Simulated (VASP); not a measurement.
# SiC (f.blda) (F-43m) in VASP: notebook, part 2 of 2

VASP 6.6.1. The steps go on from the part before.

## 3. Single point, LDA

This run uses another cell than the first one, of 10.14 Å³/atom, 0.979 times its volume.

The input, INCAR:

```
SYSTEM = SiC
PREC = Accurate
ENCUT = 600
EDIFF = 1E-6
ISMEAR = 0
SIGMA = 0.02
LREAL = .False.
LASPH = .True.
NELM = 120
ALGO = Normal
ISIF = 2
LWAVE = .False.
LCHARG = .False.
NBANDS = 11
GGA_COMPAT = .False.
```

The input, KPOINTS:

```
regular mesh
0
Gamma
  10 10 10
  0 0 0
```

The input, POSCAR:

```
SiC
1.0
    0.0000000000      2.1645334641      2.1645334641
    2.1645334641      0.0000000000      2.1645334641
    2.1645334641      2.1645334641      0.0000000000
Si C
1 1
Direct
    0.0000000000      0.0000000000      0.0000000000
    0.2500000000      0.2500000000      0.2500000000
```

Potentials or basis: VASP PAW LDA potentials, release 64 (Si, C).

Launch:

```bash
$ cat potpaw_LDA.64/Si/POTCAR potpaw_LDA.64/C/POTCAR > POTCAR
$ mpirun -np 1 vasp_std > vasp.out
```

OUTCAR:

```text
SYSTEM = SiC
   PREC = Accurate
   ENCUT = 600
   EDIFF = 1E-6
   ISMEAR = 0
   LREAL = .False.
   LASPH = .True.
   NELM = 120
   ISIF = 2

 ion  position               nearest neighbor table
   1  0.000  0.000  0.000-   2 1.87   2 1.87   2 1.87   2 1.87
   2  0.250  0.250  0.250-   1 1.87   1 1.87   1 1.87   1 1.87

  LATTYP: Found a face centered cubic cell.
 ALAT       =     4.3290669282

  Lattice vectors:

 A1 = (   0.0000000000,   2.1645334641,   2.1645334641)
 A2 = (   2.1645334641,   0.0000000000,   2.1645334641)
 A3 = (   2.1645334641,   2.1645334641,   0.0000000000)

Analysis of symmetry for initial positions (statically):
=====================================================================
 Subroutine PRICEL returns:
 Original cell was already a primitive cell.

 Routine SETGRP: Setting up the symmetry group for a
 face centered cubic supercell.

 Subroutine GETGRP returns: Found 24 space group operations
 (whereof 24 operations were pure point group operations)
 out of a pool of 48 trial point group operations.

The static configuration has the point symmetry T_d .

Analysis of symmetry for dynamics (positions and initial velocities):
=====================================================================
[... 165 lines left out ...]
 k-point     1 :       0.0000    0.0000    0.0000
  band No.  band energies     occupation
      1      -7.1828      2.00000
      2       8.2898      2.00000
      3       8.2898      2.00000
      4       8.2898      2.00000
      5      14.8172      0.00000
      6      15.6204      0.00000
      7      15.6204      0.00000
      8      15.6204      0.00000
      9      22.8663      0.00000
     10      22.8663      0.00000
     11      24.7728      0.00000
[... 309 lines left out ...]
 k-point    24 :       0.4000    0.3000    0.0000
  band No.  band energies     occupation
      1      -3.9675      2.00000
      2       2.7328      2.00000
      3       5.0842      2.00000
      4       5.6259      2.00000
      5      11.1086      0.00000
      6      13.8750      0.00000
      7      19.9877      0.00000
      8      20.2565      0.00000
      9      22.1090      0.00000
     10      26.4367      0.00000
     11      29.7111      0.00000

 [... further k-points ...]
[... 5 lines left out ...]
  --------------------------------------------------------------------------------------
  -------------------------------------------------------------------------------------
  Total        0.0311182      0.0311182      0.0311182     -0.0000000      0.0000000     -0.0000000
  in kB        2.4581176      2.4581176      2.4581176     -0.0000000      0.0000000     -0.0000000
  external PRESSURE =       2.4581176 kB  Pullay stress =       0.0000000 kB

 VOLUME and BASIS-vectors are now :
 -----------------------------------------------------------------------------
  energy-cutoff  :      600.00
  volume of cell :       20.28
      direct lattice vectors                 reciprocal lattice vectors
     0.000000000  2.164533464  2.164533464    -0.230996660  0.230996660  0.230996660
     2.164533464  0.000000000  2.164533464     0.230996660 -0.230996660  0.230996660
     2.164533464  2.164533464  0.000000000     0.230996660  0.230996660 -0.230996660

 POSITION                                       TOTAL-FORCE (eV/Angst)
 -----------------------------------------------------------------------------------
      0.00000      0.00000      0.00000         0.000000     -0.000000     -0.000000
      1.08227      1.08227      1.08227        -0.000000      0.000000      0.000000
 -----------------------------------------------------------------------------------
    total drift:                                0.000000      0.000000      0.000000

  FREE ENERGIE OF THE ION-ELECTRON SYSTEM (eV)
  ---------------------------------------------------
  free  energy   TOTEN  =       -16.6446321656 eV

  energy  without entropy=      -16.6446321656  energy(sigma->0) =      -16.64463217
```

stdout:

```text
POSCAR found type information on POSCAR SiC
 POSCAR found :  2 types and       2 ions
 scaLAPACK will be used
 LDA part: xc-table for (Slater(with rela. corr.)+CA(PZ))
 , standard interpolation
 POSCAR, INCAR and KPOINTS ok, starting setup
 FFT: planning ... GRIDC
 FFT: planning ... GRID_SOFT
 FFT: planning ... GRID
 WAVECAR not read
 entering main loop
```

Wall time 5.2 s (1 thread of Intel Xeon 6975P-C, shared host); peak memory 0.13 GiB.

Results:

```yaml
Free_energy: -16.6446 eV
Pressure: 0.2 GPa
Band_gap_on_the_k_mesh: 1.29 eV, indirect (least direct gap 4.52 eV)
```

## 4. Single point, LDA

This run uses another cell than the first one, of 10.14 Å³/atom, 0.979 times its volume.

The input, INCAR:

```
SYSTEM = SiC
PREC = Accurate ; ENCUT = 600
EDIFF = 1E-6 ; ISMEAR = 0
SIGMA = 0.02 ; LREAL = .FALSE.
LASPH = .TRUE. ; NELM = 120
ALGO = Normal ; ISIF = 2
LWAVE = .FALSE. ; LCHARG = .TRUE.
LELF = .TRUE. ; LVHAR = .TRUE.
NBANDS = 11 ; GGA_COMPAT = .FALSE.
```

The input, KPOINTS:

```
Automatic mesh
0
G
  12 12 12
  0 0 0
```

POSCAR is that of step 3.

Launch:

```bash
$ cat potpaw_LDA.64/Si/POTCAR potpaw_LDA.64/C/POTCAR > POTCAR
$ mpirun -np 1 vasp_std > vasp.out
```

It took 7.9 s on 1 thread of Intel Xeon 6975P-C, shared host; peak memory 0.13 GiB.

Results (log left out):

```yaml
Free_energy: -16.6448 eV
Pressure: 0.2 GPa
Band_gap_on_the_k_mesh: 1.29 eV, indirect (least direct gap 4.52 eV)
```

Levels at points of the mesh, in eV from the valence-band top:
```tsv
k point	band 2	band 3	band 4	band 5	band 6	band 7
(0.00, 0.00, 0.00)	0.00	0.00	0.00	6.53	7.33	7.33
(0.50, 0.00, 0.00)	-8.67	-1.06	-1.06	5.57	7.21	7.21
(0.50, 0.50, 0.00)	-7.88	-3.23	-3.23	1.29	4.26	14.06
```

A k mesh can miss the band edges.

## 5. Relaxation of cell and atoms, LDA

The input, INCAR:

```
SYSTEM = SiC
PREC     = Accurate       ! precision mode
ENCUT    = 600            ! plane-wave cutoff, eV
EDIFF    = 1E-7           ! SCF threshold, eV
ISMEAR   = 0              ! smearing method
SIGMA    = 0.02           ! smearing width, eV
LREAL    = .FALSE.        ! projectors in reciprocal space
LASPH    = .TRUE.         ! aspherical terms in the spheres
NELM     = 120            ! most SCF steps
ALGO     = Normal         ! electronic algorithm
ISIF     = 3              ! what is computed and relaxed
LWAVE    = .FALSE.        ! write WAVECAR
LCHARG   = .FALSE.        ! write CHGCAR
IBRION   = 2              ! ionic algorithm
NSW      = 100            ! ionic steps
EDIFFG   = -0.002         ! ionic threshold
GGA_COMPAT= .FALSE.      
NELMIN   = 4
```

The input, KPOINTS:

```
regular mesh
0
G
  10 10 10
  0 0 0
```

The input, POSCAR:

```
SiC
1.0
    0.0000000000      2.1800000000      2.1800000000
    2.1800000000      0.0000000000      2.1800000000
    2.1800000000      2.1800000000      0.0000000000
Si C
1 1
Direct
    0.0000000000      0.0000000000      0.0000000000
    0.2500000000      0.2500000000      0.2500000000
```

Launch:

```bash
$ cat potpaw_LDA.64/Si/POTCAR potpaw_LDA.64/C/POTCAR > POTCAR
$ mpirun -np 1 vasp_std > vasp.out
```

Wall time 22 s (1 thread of Intel Xeon 6975P-C, shared host); peak memory 0.14 GiB.

The run converged. Its results:

- Free energy: -16.6452 eV
- Relaxed volume: 10.15 Å³/atom
- Relaxed cell: a = 3.062 Å, b = 3.062 Å, c = 3.062 Å, α = 60.00°, β = 60.00°, γ = 60.00°
- Space group after relaxing (to 0.05 Å): F-43m (No. 216)
- Energy gained by relaxing: 3.0 meV/atom
- Ionic steps: 3
- Pressure after relaxing: 0.0 GPa
- Band gap on the k mesh: 1.29 eV, indirect (least direct gap 4.52 eV)

Step by step:
| step | energy change (eV) | largest force (eV/Å) | pressure (GPa) | volume (Å³) |
| --- | --- | --- | --- | --- |
| 1 | 0.0000 | 0.0000 | -4.48 | 20.72 |
| 2 | 0.0010 | 0.0000 | 5.20 | 19.86 |
| 3 | -0.0059 | 0.0000 | -0.02 | 20.30 |

Final structure:
```
Si C
1.0
     0.00000    2.16529    2.16529
     2.16529    0.00000    2.16529
     2.16529    2.16529    0.00000
Si C
1 1
Direct
  0.00000 0.00000 0.00000
  0.25000 0.25000 0.25000
```

Levels at points of the mesh, in eV from the valence-band top:
```tsv
k point	band 2	band 3	band 4	band 5	band 6	band 7
(0.00, 0.00, 0.00)	0.00	0.00	0.00	6.52	7.32	7.32
(0.50, 0.00, 0.00)	-8.66	-1.06	-1.06	5.56	7.21	7.21
(0.50, 0.50, 0.00)	-7.87	-3.23	-3.23	1.29	4.26	14.05
```

## 6. Summary

| task | cell | k mesh | smearing | gap on the mesh (eV) | pressure (GPa) |
| --- | --- | --- | --- | --- | --- |
| single point | a = 3.083 Å, angles 60.0°, 2 atoms | 8 × 8 × 8 | gaussian 0.1 eV | 1.31 | -4.5 |
| single point | a = 3.061 Å, angles 60.0°, 2 atoms | 10 × 10 × 10 | gaussian 0.02 eV | 1.29 | 0.2 |
| single point | a = 3.061 Å, angles 60.0°, 2 atoms | 12 × 12 × 12 | gaussian 0.02 eV | 1.29 | 0.2 |
| relaxation of cell and atoms | relaxed from a = 3.083 Å, angles 60.0°, 2 atoms | 10 × 10 × 10 | gaussian 0.02 eV | 1.29 | 0.0 |

Alike in all rows: level LDA; potentials or basis VASP PAW LDA potentials, release 64 (Si, C); no spin polarisation; cutoff (eV) 600.

Total energies depend on the potentials used, so only differences within one code and one set of settings carry meaning.
